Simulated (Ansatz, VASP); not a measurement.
Two plane-wave programs on Cu

```
CELL_PARAMETERS angstrom
2.68233 0.00000 0.00000
-1.34117 2.32297 0.00000
0.00000 0.00000 4.37765
ATOMIC_POSITIONS crystal
Cu 0.33333 0.66667 0.25000
Cu 0.66667 0.33333 0.75000
```

Change from the starting cell: equal strain along all axes, cell held, atoms relaxed: +6.0 %.

Alike in both runs: task single point; functional r2SCAN; k mesh 24 × 24 × 12; occupations gaussian, width 0.1 eV; no spin polarisation.

```csv
,VASP,Ansatz
version,VASP 6.6.1,Ansatz 0.2.0
potentials or method,"VASP PAW PBE potentials, release 64 (Cu), cutoff 520 eV","scalar-relativistic, plane waves, PAW"
valence electrons in the cell,22,38
```

|  | VASP | Ansatz | Ansatz less VASP |
| --- | --- | --- | --- |
| gap on the k mesh at the Fermi level (eV) | none | none | - |
| pressure (GPa) | -17.6 | -18.1 | -0.51 |
| traceless stress, the component that is largest in VASP (GPa) | 0.43 | 0.38 | -0.046 |

VASP's potentials were made for PBE, not for r2SCAN. A gap of «none» marks a metal or a gap that the smearing closes. The functional is the same, so the differences come from potentials, cutoffs and numerics. VASP's potentials hold 22 valence electrons a cell and Ansatz's 38, so a difference there can come from the potentials and not from the codes.
